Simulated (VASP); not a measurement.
# Si15GeO32 (P1) in VASP: a series of runs

Runs on Si15GeO32. Level: PBEsol. Tasks: single point.

Program: VASP 6.6.1. These are calculated values, not measurements. Logs are shortened: lines on timing, memory, paths and dates and some standing lists are left out, and cuts for length are marked.

## (1) The cell of the first run

The typed cell holds 48 atoms: a = 8.417 Å, b = 8.417 Å, c = 5.382 Å, α = 90.00°, β = 90.00°, γ = 90.00°.

## (2) Single point, PBEsol

INCAR

```
SYSTEM = Si15GeO32
PREC = Accurate ; ENCUT = 600
EDIFF = 1E-6 ; ISMEAR = -1
SIGMA = 0.05 ; LREAL = Auto
LASPH = .True. ; NELM = 120
ALGO = Normal ; ISIF = 2
LWAVE = .False. ; LCHARG = .False.
GGA = PS ; NBANDS = 163
ISYM = 0 ; GGA_COMPAT = .False.
```

KPOINTS

```
Automatic mesh
0
Gamma
  1 1 1
  0.25 0.25 0.25
```

POSCAR

```
Si15GeO32
1.0
    8.4167240000      0.0000000000      0.0000000000
    0.0000000000      8.4167240000      0.0000000000
    0.0000000000      0.0000000000      5.3817800000
Si Ge O
15 1 32
Direct
    0.9926740000      0.0017600000      0.9980920000
    0.0022940000      0.9934210000      0.5071590000
    0.0107810000      0.4985210000      0.9972890000
    0.0071460000      0.4950720000      0.4973760000
    0.5003110000      0.0120570000      0.9948800000
    0.4999500000      0.0084940000      0.4871790000
    0.5117790000      0.4940600000      0.9778690000
    0.4903230000      0.5199210000      0.4862050000
    0.2463710000      0.2414030000      0.2729220000
    0.2403600000      0.2537740000      0.7758100000
    0.2521960000      0.7551840000      0.2526320000
    0.2453570000      0.7473840000      0.7424220000
    0.7418280000      0.2481810000      0.7515310000
    0.7480180000      0.7635600000      0.2660980000
    0.7470960000      0.7541850000      0.7685720000
    0.7557520000      0.2450670000      0.2357270000
    0.1674530000      0.1530470000      0.0024990000
    0.1414180000      0.1468450000      0.4870840000
    0.1551440000      0.6448640000      0.0464830000
    0.1440500000      0.6625780000      0.4835890000
    0.6471910000      0.1439830000      0.0031730000
    0.6364760000      0.1637500000      0.5055470000
    0.6592670000      0.6644550000      0.9907460000
    0.6448590000      0.6472170000      0.5139700000
    0.3555660000      0.3498110000      0.0086490000
    0.3393430000      0.3435000000      0.5060250000
    0.3517960000      0.8553490000      0.0051980000
    0.3340670000      0.8544630000      0.5061680000
    0.8465940000      0.3351300000      0.0042560000
    0.8397820000      0.3537970000      0.4974010000
    0.8461330000      0.8490350000      0.9767850000
    0.8460000000      0.8341910000      0.4962310000
    0.0982080000      0.4052410000      0.2461780000
    0.1026490000      0.4068650000      0.7346570000
    0.1070650000      0.8973010000      0.2491160000
    0.0863130000      0.8942840000      0.7492620000
    0.5870040000      0.4123150000      0.2464350000
    0.5935700000      0.4039000000      0.7526880000
    0.6081520000      0.8970410000      0.2492960000
    0.5928050000      0.9121350000      0.7598120000
    0.3991920000      0.1161940000      0.2560700000
    0.3924910000      0.1094810000      0.7615090000
    0.4114990000      0.5897360000      0.2333220000
    0.4077890000      0.6044390000      0.7510420000
    0.9111930000      0.0998930000      0.2464800000
    0.8873750000      0.0938500000      0.7403590000
    0.9061960000      0.5945790000      0.2384810000
    0.8978140000      0.5946360000      0.7372490000
```

Potentials or basis: VASP PAW PBE potentials, release 64 (Si, Ge_d, O).

Run with:

```
> cat potpaw_PBE.64/Si/POTCAR potpaw_PBE.64/Ge_d/POTCAR potpaw_PBE.64/O/POTCAR > POTCAR
> mpirun -np 1 vasp_std > vasp.out
```

OUTCAR:

```text
SYSTEM = Si15GeO32
   PREC = Accurate
   ENCUT = 600
   EDIFF = 1E-6
   ISMEAR = -1
   LREAL = Auto
   LASPH = .True.
   NELM = 120
   ISIF = 2
   GGA = PS
   ISYM = 0

 ion  position               nearest neighbor table
   1  0.993  0.002  0.998-  45 1.71  31 1.79  36 1.80  46 1.82  35 1.88  17 1.95   2 2.64   2 2.74

   2  0.002  0.993  0.507-  36 1.70  18 1.75  46 1.80  45 1.83  35 1.83  32 1.88   1 2.64   1 2.74

   3  0.011  0.499  0.997-  33 1.72  19 1.75  47 1.76  34 1.79  48 1.88  29 1.95   4 2.69   4 2.69
                            10 3.07
   4  0.007  0.495  0.497-  34 1.68  33 1.73  48 1.79  20 1.82  47 1.83  30 1.84   3 2.69   3 2.69
[... 55 lines left out ...]
  47  0.906  0.595  0.238-   3 1.76   4 1.83  14 1.95
  48  0.898  0.595  0.737-   4 1.79  15 1.85   3 1.88

IMPORTANT INFORMATION: All symmetrisations will be switched off!
NOSYMM: (Re-)initialisation of all symmetry stuff for point group C_1.

----------------------------------------------------------------------------------------

                                     Primitive cell

  volume of cell :     381.2520

  direct lattice vectors                    reciprocal lattice vectors
     8.416724000  0.000000000  0.000000000     0.118811072  0.000000000  0.000000000
     0.000000000  8.416724000  0.000000000     0.000000000  0.118811072  0.000000000
     0.000000000  0.000000000  5.381780000     0.000000000  0.000000000  0.185812129

  length of vectors
     8.416724000  8.416724000  5.381780000     0.118811072  0.118811072  0.185812129

  position of ions in fractional coordinates (direct lattice)
     0.992674000  0.001760000  0.998092000
     0.002294000  0.993421000  0.507159000
     0.010781000  0.498521000  0.997289000
     0.007146000  0.495072000  0.497376000
     0.500311000  0.012057000  0.994880000
     0.499950000  0.008494000  0.487179000
[... 40 lines left out ...]
     0.906196000  0.594579000  0.238481000
     0.897814000  0.594636000  0.737249000

  ion indices of the primitive-cell ions
   primitive index   ion index
                 1           1
                 2           2
                 3           3
                 4           4
                 5           5
                 6           6
[... 40 lines left out ...]
                47          47
                48          48

----------------------------------------------------------------------------------------

 KPOINTS: Automatic mesh
[... 50 lines left out ...]
   NSW    =      0    number of steps for IOM
   IBRION =     -1    ionic relax: 0-MD 1-quasi-New 2-CG
   NFREE  =      0    steps in history (QN), initial steepest desc. (CG)
   ISIF   =      2    stress and relaxation
   ISYM   =      0    0-nonsym 1-usesym 2-fastsym
   POTIM  = 0.5000    time-step for ionic-motion
   TEBEG  =    0.0;   TEEND  =   0.0 temperature during run
   PSTRESS=    0.0 pullay stress
   NELECT =     266.0000    total number of electrons
   NUPDOWN=      -1.0000    fix difference up-down
   EMIN   =  10.00;   EMAX   =-10.00  energy-range for DOS
   EFERMI =   0.00;   METHOD = LEGACY
   ISMEAR =    -1;   SIGMA  =   0.05  broadening in eV -4-tet -1-fermi 0-gaus
   EFERMI_NEDOS =   21; number of points for ismear=-14 and -15
   IALGO  =     38    algorithm
   IMIX   =      4    mixing-type and parameters
     AMIX     =   0.40;   BMIX     =  1.00
     AMIX_MAG =   1.60;   BMIX_MAG =  1.00
  volume/ion in A,a.u.               =       7.94        53.60
  Fermi-wavevector in a.u.,A,eV,Ry     =   1.451994  2.743870 28.684961  2.108285
  Thomas-Fermi vector in A             =   2.569427
   LORBIT       =      0    0 simple, 1 ext, 2 COOP (PROOUT), +10 PAW based schemes
   GGA     = PS    functional components
   LHFCALC =     F    Hartree Fock is set to
   AEXX    =    0.0000 exact exchange contribution
   IVDW    =     0    specifies the selected vdW correction
   LEPSILON=     F    determine dielectric tensor
   LRPA    =     F    only Hartree local field effects (RPA)
 non-spin polarized calculation
  energy-cutoff  :      600.00
  volume of cell :      381.25
 maximum number of plane-waves:     12710
 NGX is ok and might be reduce to    70
   NGX = 33   NGY = 33   NGZ = 21

 number of electron     266.0000008 magnetization

 Free energy of the ion-electron system (eV)
  ---------------------------------------------------
  ext. energy  EPLUGINS =         0.00000000
  ---------------------------------------------------
  free energy    TOTEN  =      -379.47345053 eV

  energy without entropy =     -379.47345053  energy(sigma->0) =     -379.47345053

 E-fermi :   9.1882     XC(G=0): -12.4658

 val. band max:        7.8881643886   @ k =  -0.2500   0.2500   0.2500
 cond. band min:      13.3011210348   @ k =  -0.2500  -0.2500   0.2500
 fundamental gap:      5.4129566462
 Fermi energy:         9.1882152335

 k-point     1 :       0.2500    0.2500    0.2500
  band No.  band energies     occupation
      1     -16.7484      2.00000
      2     -16.5658      2.00000
      3     -16.1553      2.00000
      4     -16.1265      2.00000
      5     -16.0813      2.00000
      6     -14.4099      2.00000
[... 581 lines left out ...]
    144      15.6044      0.00000
    145      15.7667      0.00000
 [bands above 145 left out]

------------------------ aborting loop because EDIFF is reached ----------------------------------------

  FORCE on cell =-STRESS in cart. coord.  units (eV):
  Direction    XX          YY          ZZ          XY          YZ          ZX
  --------------------------------------------------------------------------------------
  -------------------------------------------------------------------------------------
  Total       17.3191781     15.3037562     22.5350945      1.7017736     -1.7362011     -1.1173252
  in kB       72.7822952     64.3126652     94.7017171      7.1515512     -7.2962298     -4.6954590
  external PRESSURE =      77.2655592 kB  Pullay stress =       0.0000000 kB

 VOLUME and BASIS-vectors are now :
 -----------------------------------------------------------------------------
  energy-cutoff  :      600.00
  volume of cell :      381.25
      direct lattice vectors                 reciprocal lattice vectors
     8.416724000  0.000000000  0.000000000     0.118811072  0.000000000  0.000000000
     0.000000000  8.416724000  0.000000000     0.000000000  0.118811072  0.000000000
     0.000000000  0.000000000  5.381780000     0.000000000  0.000000000  0.185812129

 POSITION                                       TOTAL-FORCE (eV/Angst)
 -----------------------------------------------------------------------------------
      8.35506      0.01481      5.37151         1.239495     -1.313340      0.004127
      0.01931      8.36135      2.72942        -0.352255      0.005171     -2.053187
      0.09074      4.19591      5.36719        -2.568620      1.899600      0.535507
      0.06015      4.16688      2.67677        -3.427411      2.168867     -1.956744
      4.21098      0.10148      5.35423        -2.667333     -1.577788     -0.471235
      4.20794      0.07149      2.62189        -0.802959     -0.125247      3.000082
[... 40 lines left out ...]
      7.62720      5.00441      1.28345        -1.009332      0.155430      0.599411
      7.55665      5.00489      3.96771         2.129445     -0.914215      1.502958
 -----------------------------------------------------------------------------------
    total drift:                                0.005995      0.003269      0.007595

  FREE ENERGIE OF THE ION-ELECTRON SYSTEM (eV)
  ---------------------------------------------------
  free  energy   TOTEN  =      -379.4734505263 eV

  energy  without entropy=     -379.4734505262  energy(sigma->0) =     -379.47345053
```

OSZICAR:

```text
N       E                     dE             d eps       ncg     rms          rms(c)
DAV:   1     0.249448162410E+04    0.24945E+04   -0.15190E+05  1692   0.229E+03
DAV:   2    -0.196614710739E+02   -0.25141E+04   -0.23106E+04  1641   0.655E+02
DAV:   3    -0.392498220340E+03   -0.37284E+03   -0.36626E+03  1492   0.185E+02
DAV:   4    -0.415385472778E+03   -0.22887E+02   -0.22751E+02  1568   0.503E+01
DAV:   5    -0.416062319206E+03   -0.67685E+00   -0.67536E+00  1552   0.837E+00    0.488E+01
DAV:   6    -0.379662044812E+03    0.36400E+02   -0.13380E+02  1776   0.587E+01    0.221E+01
DAV:   7    -0.379641859228E+03    0.20186E-01   -0.92035E+00  1624   0.808E+00    0.879E+00
DAV:   8    -0.379491174435E+03    0.15068E+00   -0.59752E-01  1584   0.287E+00    0.312E+00
DAV:   9    -0.379471687484E+03    0.19487E-01   -0.97135E-02  2016   0.163E+00    0.627E-01
DAV:  10    -0.379473686837E+03   -0.19994E-02   -0.28940E-02  1536   0.597E-01    0.430E-01
DAV:  11    -0.379473399637E+03    0.28720E-03   -0.33227E-03  1536   0.222E-01    0.252E-01
DAV:  12    -0.379473444469E+03   -0.44833E-04   -0.12709E-03  1608   0.124E-01    0.554E-02
DAV:  13    -0.379473453054E+03   -0.85849E-05   -0.14622E-04  1768   0.482E-02    0.223E-02
DAV:  14    -0.379473450718E+03    0.23359E-05   -0.39494E-05  1560   0.231E-02    0.132E-02
DAV:  15    -0.379473450526E+03    0.19200E-06   -0.61808E-06  1424   0.100E-02
   1 F= -.37947345E+03 E0= -.37947345E+03  d E =-.115497E-10
```

It took 13 min on 1 thread of Intel Xeon 6975P-C, shared host; peak memory 0.62 GiB.

Results:

```
Free energy            : -379.4735 eV
Pressure               : 7.7 GPa
Largest force          : 7.019 eV/Å
Band gap on the k mesh : 5.41 eV, indirect (least direct gap 5.42 eV)
```

Forces on the atoms (eV/Å):
```
Si   1.239 -1.313  0.004
Si  -0.352  0.005 -2.053
Si  -2.569  1.900  0.536
Si  -3.427  2.169 -1.957
Si  -2.667 -1.578 -0.471
Si  -0.803 -0.125  3.000
Si  -2.257  1.570  4.504
Si   1.508 -3.678  0.512
Si   0.817  3.543 -1.989
Si   4.523  1.493 -3.371
Si   1.328 -0.355 -0.914
Si   0.748  0.328  2.202
Si   0.060  1.590 -1.719
Si   0.286 -5.770 -3.231
Si  -0.450 -1.485 -4.854
Ge  -3.369  1.547  5.960
O   -4.411 -1.856  1.459
O   -0.027 -0.047  2.987
O    0.440  0.685 -6.071
O    1.115 -1.439  3.021
O    0.442  0.838 -1.617
O    0.695 -1.347  0.067
O   -2.043 -2.369  2.928
O    1.855  2.684 -0.914
O   -2.280 -0.389 -0.896
O   -0.118  0.970  0.808
O   -1.092 -0.929 -0.140
O    2.236  0.437 -0.598
O    2.646  2.880 -5.431
O    1.132 -0.593  1.785
O    1.953  2.154  4.188
O    1.711  2.829  1.924
O    0.544 -2.210  0.447
O   -0.395 -0.370  2.516
O   -3.311  2.668 -0.575
O    0.718  0.762  1.019
O    2.283 -1.575 -0.125
O    1.746 -1.548 -2.093
O   -3.873  4.011  0.771
O    0.221 -0.341 -2.340
O    3.053 -4.436 -0.207
O    1.571 -1.863 -1.410
O   -3.151  4.314  0.142
O   -1.893  0.317 -0.666
O    0.596 -2.814  0.347
O    1.900 -0.504  0.412
O   -1.009  0.155  0.599
O    2.129 -0.914  1.503
```

Stress tensor (GPa, compression positive):
```
 7.28  0.72 -0.47
 0.72  6.43 -0.73
-0.47 -0.73  9.47
```

Caveat: the k points lie up to 1.17 Å⁻¹ apart; the PAW data sets were made with another functional, which shifts forces and pressure a little.

## (3) Single point, PBEsol

INCAR

```
SYSTEM = Si15GeO32
ALGO     = Normal         ! electronic algorithm
EDIFF    = 1E-6           ! SCF threshold, eV
ENCUT    = 600            ! plane-wave cutoff, eV
GGA      = PS             ! functional
GGA_COMPAT= .FALSE.      
ISIF     = 2              ! what is computed and relaxed
ISMEAR   = -1             ! smearing method
ISYM     = 0            
LASPH    = .TRUE.         ! aspherical terms in the spheres
LCHARG   = .FALSE.        ! write CHGCAR
LREAL    = Auto         
LWAVE    = .FALSE.        ! write WAVECAR
NBANDS   = 163            ! bands
NELECT   = 267.0        
NELM     = 120            ! most SCF steps
PREC     = Accurate       ! precision mode
SIGMA    = 0.05           ! smearing width, eV
```

KPOINTS is that of step 2.

POSCAR is that of step 2.

Potentials or basis: VASP PAW PBE potentials, release 64 (Si, Ge_d, O).

Run with:

```
> cat potpaw_PBE.64/Si/POTCAR potpaw_PBE.64/Ge_d/POTCAR potpaw_PBE.64/O/POTCAR > POTCAR
> mpirun -np 1 vasp_std > vasp.out
```

Wall time 13 min (1 thread of Intel Xeon 6975P-C, shared host); peak memory 0.62 GiB.

It converged, with:

| Property | Result |
| --- | --- |
| Free energy | -366.1260 eV |
| Largest force | 6.959 eV/Å |

Forces in eV/Å, atoms in the order of the input:
```
Si   1.214 -1.379 -0.138
Si  -0.285 -0.022 -1.883
Si  -2.328  2.108  0.571
Si  -3.298  2.307 -1.922
Si  -2.697 -1.645 -0.357
Si  -0.770 -0.086  2.745
Si  -2.305  1.614  4.344
Si   1.443 -3.534  0.592
Si   0.812  3.314 -1.991
Si   4.419  1.315 -3.247
Si   1.139 -0.313 -1.048
Si   0.565  0.315  1.967
Si   0.105  1.356 -1.774
Si   0.307 -5.477 -3.111
Si  -0.397 -1.330 -4.792
Ge  -3.280  1.316  5.839
O   -4.044 -1.513  1.535
O    0.066  0.088  2.888
O    0.045  0.116 -5.055
O    0.786 -1.782  2.332
O    0.119  0.589 -1.859
O    0.386 -1.389  0.383
O   -2.105 -2.501  2.810
O    1.740  2.515 -0.890
O   -2.123 -0.194 -0.964
O   -0.066  1.051  0.824
O   -0.699 -0.611  0.145
O    2.252  0.430 -0.704
O    2.884  3.173 -5.481
O    1.426 -0.176  1.966
O    1.859  2.009  4.029
O    1.580  2.623  1.971
O    0.619 -2.355  0.533
O   -0.241 -0.495  2.389
O   -3.089  2.480 -0.496
O    0.518  0.932  0.871
O    2.062 -1.309 -0.121
O    1.756 -1.554 -2.060
O   -3.243  3.500  0.701
O    0.381 -0.540 -2.170
O    2.558 -3.784 -0.241
O    1.359 -1.665 -1.295
O   -3.062  4.232  0.124
O   -1.329 -0.096 -0.686
O    0.702 -2.821  0.379
O    1.443 -0.186  0.291
O   -1.125  0.158  0.600
O    1.939 -0.783  1.456
```

Levels at points of the mesh, in eV from the Fermi level:
```
           k point  band 131  band 132  band 133  band 134  band 135  band 136
(0.25, 0.25, 0.25)     -6.32     -5.98     -5.67     -0.02      0.49      0.81
```

Caveat: the k points lie up to 1.17 Å⁻¹ apart; the cell carries a net charge on a neutralising background, which shifts energy and pressure; the cell is charged against a uniform background, so pressure and absolute levels hang on convention; the PAW data sets were made with another functional, which shifts forces and pressure a little; an odd number of electrons without spin polarisation forces a metal; a magnetic or distorted state may lie lower.
